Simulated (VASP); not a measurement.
# NaCl (Pm-3m) in VASP: G0W0 quasiparticle levels with PBE

Aim: the G0W0 quasiparticle levels of NaCl with PBE.

All numbers are computed with VASP 6.6.1; they aren't measurements. Logs are shortened: lines on timing, memory, paths and dates and some standing lists are left out, and cuts for length are marked.

### Step 1. The cell of the first run

Symmetry: Pm-3m, No. 221, cubic system. Conventional cell: a = 3.460 Å, b = 3.460 Å, c = 3.460 Å, α = 90.00°, β = 90.00°, γ = 90.00°. Within 3.9 Å of Na (site symmetry m-3m) lie 8 Cl at 3.00 Å and 6 Na at 3.46 Å. Cl (site symmetry m-3m) has 8 Na at 3.00 Å and 6 Cl at 3.46 Å within 3.9 Å.

### Step 2. G0W0 quasiparticle levels, PBE

Input file POSCAR:

```
NaCl
1.0
    3.4595452951      0.0000000000      0.0000000000
    0.0000000000      3.4595452951      0.0000000000
    0.0000000000      0.0000000000      3.4595452951
Na Cl
1 1
Direct
    0.0000000000      0.0000000000      0.0000000000
    0.5000000000      0.5000000000      0.5000000000
```

Input file INCAR.step1:

```
SYSTEM = NaCl
PREC     = Accurate       ! precision mode
ENCUT    = 500            ! plane-wave cutoff, eV
EDIFF    = 1E-8           ! SCF threshold, eV
ISMEAR   = 0              ! smearing method
SIGMA    = 0.01           ! smearing width, eV
LREAL    = .FALSE.        ! projectors in reciprocal space
LASPH    = .TRUE.         ! aspherical terms in the spheres
NELM     = 80             ! most SCF steps
ALGO     = Normal         ! electronic algorithm
LWAVE    = .TRUE.         ! write WAVECAR
LCHARG   = .FALSE.        ! write CHGCAR
GGA      = PE             ! functional
```

Input file INCAR.step2:

```
SYSTEM = NaCl
PREC     = Accurate       ! precision mode
ENCUT    = 500            ! plane-wave cutoff, eV
EDIFF    = 1E-8           ! SCF threshold, eV
ISMEAR   = 0              ! smearing method
SIGMA    = 0.01           ! smearing width, eV
LREAL    = .FALSE.        ! projectors in reciprocal space
LASPH    = .TRUE.         ! aspherical terms in the spheres
NELM     = 1              ! most SCF steps
ALGO     = Exact          ! electronic algorithm
LWAVE    = .TRUE.         ! write WAVECAR
LCHARG   = .FALSE.        ! write CHGCAR
GGA      = PE             ! functional
NBANDS   = 131            ! bands
LOPTICS  = .TRUE.         ! frequency-dependent dielectric function
ISTART   = 1
```

Input file INCAR.step3:

```
SYSTEM = NaCl
PREC     = Accurate       ! precision mode
ENCUT    = 500            ! plane-wave cutoff, eV
EDIFF    = 1E-8           ! SCF threshold, eV
ISMEAR   = 0              ! smearing method
SIGMA    = 0.01           ! smearing width, eV
LREAL    = .FALSE.        ! projectors in reciprocal space
LASPH    = .TRUE.         ! aspherical terms in the spheres
ALGO     = EVGW0          ! electronic algorithm
LWAVE    = .FALSE.        ! write WAVECAR
LCHARG   = .FALSE.        ! write CHGCAR
GGA      = PE             ! functional
NELMGW   = 1            
NBANDS   = 131            ! bands
ENCUTGW  = 120.0          ! cutoff of the response function
NOMEGA   = 96             ! frequency points
PRECFOCK = Fast         
ISTART   = 1            
NBANDSGW = 16           
OMEGAMAX = 20
```

Input file KPOINTS:

```
Automatic mesh
0
G
  4 4 4
  0 0 0
```

Potentials or basis: VASP PAW PBE potentials, release 64 (Na_sv_GW, Cl_GW).

On the command line:

```sh
> cat potpaw_PBE.64/Na_sv_GW/POTCAR potpaw_PBE.64/Cl_GW/POTCAR > POTCAR
> cp INCAR.step1 INCAR
> mpirun -np 1 vasp_std > vasp.out
> cp INCAR.step2 INCAR
> mpirun -np 1 vasp_std > vasp.out
> cp INCAR.step3 INCAR
> mpirun -np 1 vasp_std > vasp.out
```

OUTCAR:

```text
SYSTEM = NaCl
   PREC = Accurate
   ENCUT = 500
   EDIFF = 1E-8
   ISMEAR = 0
   LREAL = .FALSE.
   LASPH = .TRUE.
   GGA = PE
   NELMGW = 1
   ENCUTGW = 120.0
   PRECFOCK = Fast
   ISTART = 1

 ion  position               nearest neighbor table
   1  0.000  0.000  0.000-
   2  0.500  0.500  0.500-

  LATTYP: Found a simple cubic cell.
 ALAT       =     3.4595452951

  Lattice vectors:

 A1 = (   3.4595452951,   0.0000000000,   0.0000000000)
 A2 = (   0.0000000000,   3.4595452951,   0.0000000000)
 A3 = (   0.0000000000,   0.0000000000,   3.4595452951)

Analysis of symmetry for initial positions (statically):
=====================================================================
 Subroutine PRICEL returns:
 Original cell was already a primitive cell.

 Routine SETGRP: Setting up the symmetry group for a
 simple cubic supercell.

 Subroutine GETGRP returns: Found 48 space group operations
 (whereof 48 operations were pure point group operations)
 out of a pool of 48 trial point group operations.

The static configuration has the point symmetry O_h .

Analysis of symmetry for dynamics (positions and initial velocities):
=====================================================================
 Subroutine PRICEL returns:
 Original cell was already a primitive cell.

 Routine SETGRP: Setting up the symmetry group for a
 simple cubic supercell.

 Subroutine GETGRP returns: Found 48 space group operations
 (whereof 48 operations were pure point group operations)
 out of a pool of 48 trial point group operations.

The dynamic configuration has the point symmetry O_h .

 Subroutine INISYM returns: Found 48 space group operations
 (whereof 48 operations are pure point group operations),
 and found     1 'primitive' translations

----------------------------------------------------------------------------------------

                                     Primitive cell

  volume of cell :      41.4054

  direct lattice vectors                    reciprocal lattice vectors
     3.459545295  0.000000000  0.000000000     0.289055328  0.000000000  0.000000000
     0.000000000  3.459545295  0.000000000     0.000000000  0.289055328  0.000000000
     0.000000000  0.000000000  3.459545295     0.000000000  0.000000000  0.289055328

  length of vectors
     3.459545295  3.459545295  3.459545295     0.289055328  0.289055328  0.289055328

  position of ions in fractional coordinates (direct lattice)
     0.000000000  0.000000000  0.000000000
     0.500000000  0.500000000  0.500000000

  ion indices of the primitive-cell ions
   primitive index   ion index
                 1           1
                 2           2

----------------------------------------------------------------------------------------

 KPOINTS: Automatic mesh

Automatic generation of k-mesh.
 Grid dimensions read from file:
 generate k-points for:    4    4    4

 Generating k-lattice:

  Cartesian coordinates                     Fractional coordinates (reciprocal lattice)
     0.072263832  0.000000000  0.000000000     0.250000000  0.000000000  0.000000000
     0.000000000  0.072263832  0.000000000     0.000000000  0.250000000  0.000000000
     0.000000000  0.000000000  0.072263832     0.000000000  0.000000000  0.250000000

  Length of vectors
     0.072263832  0.072263832  0.072263832

  Shift w.r.t. Gamma in fractional coordinates (k-lattice)
     0.000000000  0.000000000  0.000000000

 Subroutine IBZKPT returns following result:
 ===========================================

 Found     10 irreducible k-points:

 Following reciprocal coordinates:
            Coordinates               Weight
  0.000000  0.000000  0.000000      1.000000
  0.250000  0.000000  0.000000      6.000000
  0.500000  0.000000  0.000000      3.000000
  0.250000  0.250000  0.000000     12.000000
  0.500000  0.250000  0.000000     12.000000
  0.500000  0.500000  0.000000      3.000000
  0.250000  0.250000  0.250000      8.000000
  0.500000  0.250000  0.250000     12.000000
  0.500000  0.500000  0.250000      6.000000
  0.500000  0.500000  0.500000      1.000000
   k-points           NKPTS =     10   k-points in BZ     NKDIM =     64   number of bands    NBANDS=    131
   number of dos      NEDOS =    301   number of ions     NIONS =      2
   total plane-waves  NPLWV =  21952
   dimension x,y,z NGX =    28 NGY =   28 NGZ =   28
   dimension x,y,z NGXF=    56 NGYF=   56 NGZF=   56
   ions per type =               1   1
   NGX,Y,Z   is equivalent  to a cutoff of  13.46, 13.46, 13.46 a.u.
   NGXF,Y,Z  is equivalent  to a cutoff of  26.91, 26.91, 26.91 a.u.
 SYSTEM =  NaCl
   PREC   = accura    normal or accurate (medium, high low for compatibility)
   ISTART =      1    job   : 0-new  1-cont  2-samecut
   ICHARG =      0    charge: 1-file 2-atom 10-const
   ISPIN  =      1    spin polarized calculation?
   LNONCOLLINEAR =      F non collinear calculations
   LSORBIT =      F    spin-orbit coupling
   LASPH  =      T    aspherical Exc in radial PAW
   ENCUT  =  500.0 eV  36.75 Ry    6.06 a.u.   6.31  6.31  6.31*2*pi/ulx,y,z
   NELM   =     60;   NELMIN=  2; NELMDL=  0     # of ELM steps
   EDIFF  = 0.1E-07   stopping-criterion for ELM
   LREAL  =      F    real-space projection
   EDIFFG = 0.1E-06   stopping-criterion for IOM
   NSW    =      0    number of steps for IOM
   IBRION =     -1    ionic relax: 0-MD 1-quasi-New 2-CG
   NFREE  =      0    steps in history (QN), initial steepest desc. (CG)
   ISIF   =      0    stress and relaxation
   ISYM   =      3    0-nonsym 1-usesym 2-fastsym
   POTIM  = 0.5000    time-step for ionic-motion
   TEBEG  =    0.0;   TEEND  =   0.0 temperature during run
   PSTRESS=    0.0 pullay stress
   NELECT =      16.0000    total number of electrons
   NUPDOWN=      -1.0000    fix difference up-down
   EMIN   =  10.00;   EMAX   =-10.00  energy-range for DOS
   EFERMI =   0.00;   METHOD = LEGACY
   ISMEAR =     0;   SIGMA  =   0.01  broadening in eV -4-tet -1-fermi 0-gaus
   EFERMI_NEDOS =   21; number of points for ismear=-14 and -15
   IALGO  =     38    algorithm
   IMIX   =      4    mixing-type and parameters
     AMIX     =   0.40;   BMIX     =  1.00
     AMIX_MAG =   1.60;   BMIX_MAG =  1.00
  volume/ion in A,a.u.               =      20.70       139.71
  Fermi-wavevector in a.u.,A,eV,Ry     =   1.192420  2.253346 19.345644  1.421865
  Thomas-Fermi vector in A             =   2.328458
   LORBIT       =      0    0 simple, 1 ext, 2 COOP (PROOUT), +10 PAW based schemes
   GGA     = PE    functional components
   LHFCALC =     T    Hartree Fock is set to
   PRECFOCK=fast      Normal, Fast or Accurate (Low or Medium for compatibility)
   ENCUT4O =  -1.0   cutoff for four orbital integrals eV
   NKREDX  =     1    reduce k-point grid by
   NKREDY  =     1    reduce k-point grid by
   NKREDZ  =     1    reduce k-point grid by
   AEXX    =    1.0000 exact exchange contribution
   HFSCREEN=    0.0000 screening length (either q_TF or 0.3 A-1)
   HFSCREENC=   0.0000 screening length for correlation (either q_TF or 0.3 A-1)
   ENCUTFOCK=  -1.0 apply spherical cutoff to Coloumb kernel
   IVDW    =     0    specifies the selected vdW correction
   LEPSILON=     F    determine dielectric tensor
   LRPA    =     F    only Hartree local field effects (RPA)
   LRPAFORCE           =     F    calculate RPA forces
   ENCUTGW             = 120.0    cutoff for response function in eV
   ENCUTGWSOFT         =  96.0    soft cutoff for Coulomb kernel in GW response function in eV
   ENCUTLF             =  -1.0    cutoff for local field effects
   NELMGW              =     1    number of iterations in solving QP/BSE equation
   NELMHF              =     1    number of iterations in the inner HF iteration
   NKREDLFX            =     1    NKREDLFY  =   1   NKREDLFZ  =   1
 non-spin polarized calculation
 Gauss-broadening in eV      SIGMA  =   0.01
  energy-cutoff  :      500.00
  volume of cell :       41.41
 maximum number of plane-waves:      1064
 NGX is ok and might be reduce to    28
  NGX = 14; NGY = 14; NGZ = 14
   NGX = 13   NGY = 13   NGZ = 13
 maximum number of plane-waves:       136
 NGX is ok and might be reduce to    14

 QP shifts <psi_nk| G(iteration)W_0 |psi_nk>: iteration 1
 for sc-GW calculations column KS-energies equals QP-energies in previous step
 and V_xc(KS)=  KS-energies - (<T + V_ion + V_H > + <T+V_H+V_ion>^1  + <V_x>^1)

 k-point   1 :       0.0000    0.0000    0.0000
  band No.  KS-energies  QP-energies   sigma(KS)   V_xc(KS)     V^pw_x(r,r')   Z            occupation Imag(sigma)

      1     -49.6535     -59.1331     -41.6336     -29.2730     -49.1259       0.7669       2.0000       0.2003
      2     -21.5749     -27.4408     -35.6532     -28.3473     -41.3940       0.8029       2.0000       0.0420
      3     -21.5749     -27.4408     -35.6532     -28.3473     -41.3940       0.8029       2.0000       0.0420
      4     -21.5749     -27.4408     -35.6532     -28.3473     -41.3940       0.8029       2.0000       0.0420
      5     -13.0309     -13.9794     -16.3835     -14.8268     -24.1521       0.6093       2.0000       1.1194
      6      -0.0461      -1.7539     -16.5736     -14.4054     -18.7320       0.7876       2.0000       0.0365
[... 8 lines left out ...]
     15      16.5198      17.7013      -8.0261      -9.4880      -3.5787       0.8082       0.0000      -0.2813
     16      16.5198      17.7013      -8.0261      -9.4880      -3.5787       0.8082       0.0000      -0.2813

 k-point   2 :       0.2500    0.0000    0.0000
  band No.  KS-energies  QP-energies   sigma(KS)   V_xc(KS)     V^pw_x(r,r')   Z            occupation Imag(sigma)

      1     -49.6527     -59.1413     -41.6356     -29.2748     -49.1279       0.7676       2.0000       0.2004
      2     -21.5988     -27.4362     -35.5675     -28.2730     -41.3114       0.8002       2.0000       0.0481
      3     -21.5731     -27.4424     -35.6577     -28.3536     -41.3991       0.8036       2.0000       0.0417
      4     -21.5731     -27.4424     -35.6577     -28.3536     -41.3991       0.8036       2.0000       0.0417
      5     -12.8427     -13.8394     -16.5970     -15.0338     -24.3003       0.6376       2.0000       1.0962
      6      -1.5463      -3.3948     -15.1847     -12.8012     -17.4600       0.7755       2.0000       0.0451
[... 8 lines left out ...]
     15      16.2389      16.8733      -6.3933      -7.1877      -1.9529       0.7986       0.0000      -0.2773
     16      16.5294      18.2644      -9.5768     -11.7508      -4.9931       0.7981       0.0000      -0.2114

 k-point   3 :       0.5000    0.0000    0.0000
  band No.  KS-energies  QP-energies   sigma(KS)   V_xc(KS)     V^pw_x(r,r')   Z            occupation Imag(sigma)

      1     -49.6517     -59.1534     -41.6366     -29.2768     -49.1291       0.7688       2.0000       0.2005
      2     -21.6221     -27.4357     -35.4831     -28.2003     -41.2300       0.7983       2.0000       0.0541
      3     -21.5710     -27.4435     -35.6628     -28.3601     -41.4047       0.8041       2.0000       0.0414
      4     -21.5710     -27.4435     -35.6628     -28.3601     -41.4047       0.8041       2.0000       0.0414
      5     -12.6382     -13.6662     -16.8643     -15.2753     -24.4781       0.6470       2.0000       1.0527
      6      -2.6304      -4.5987     -14.5985     -12.0304     -17.1112       0.7664       2.0000       0.0618
[... 114 lines left out ...]
      1     -49.6490     -59.1855     -41.6407     -29.2823     -49.1335       0.7717       2.0000       0.2003
      2     -21.6082     -27.4536     -35.5542     -28.2575     -41.2882       0.8011       2.0000       0.0427
      3     -21.6082     -27.4536     -35.5542     -28.2575     -41.2882       0.8011       2.0000       0.0427
      4     -21.5862     -27.4499     -35.6183     -28.3195     -41.3571       0.8034       2.0000       0.0413
      5     -12.2038     -13.2449     -17.0797     -15.5684     -24.6110       0.6889       2.0000       1.0128
      6      -1.7131      -3.6208     -15.5334     -13.0719     -17.9685       0.7750       2.0000       0.0484
[... 8 lines left out ...]
     15      15.6254      16.7871      -8.6576     -10.1467      -4.0898       0.7801       0.0000      -0.2295
     16      19.2030      21.0810     -10.9113     -13.3550      -5.5338       0.7685       0.0000      -0.4038

 k-point  10 :       0.5000    0.5000    0.5000
  band No.  KS-energies  QP-energies   sigma(KS)   V_xc(KS)     V^pw_x(r,r')   Z            occupation Imag(sigma)

      1     -49.6482     -59.1866     -41.6417     -29.2840     -49.1347       0.7719       2.0000       0.2004
      2     -21.6052     -27.4480     -35.5612     -28.2686     -41.2963       0.8012       2.0000       0.0418
      3     -21.6052     -27.4480     -35.5612     -28.2686     -41.2963       0.8012       2.0000       0.0418
      4     -21.6052     -27.4480     -35.5612     -28.2686     -41.2963       0.8012       2.0000       0.0418
      5     -12.0491     -13.1268     -17.2026     -15.7062     -24.6957       0.7202       2.0000       1.0135
      6      -1.4847      -3.3636     -15.7009     -13.2756     -18.1067       0.7747       2.0000       0.0450
[... 8 lines left out ...]
     15      16.7137      17.7653      -8.5460      -9.8886      -3.7893       0.7833       0.0000      -0.3055
     16      19.3747      21.2930     -11.0389     -13.5457      -5.6189       0.7653       0.0000      -0.4530
```

Wall time 2 min (1 thread of AMD EPYC 9R45 (Zen 5), shared host); peak memory 0.37 GiB.

Results:

```
Quasiparticle gap                                   : 6.61 eV
Least direct quasiparticle gap                      : 7.21 eV
Band gap of the starting levels on the mesh         : 4.11 eV
Least direct gap of the starting levels on the mesh : 4.63 eV
```

Caveat: the k points lie up to 0.45 Å⁻¹ apart; bands, screening cutoff and mesh are small and nothing is extrapolated, so the quasiparticle values aren't converged; the structure was generated, so it needn't be the stable form of NaCl.
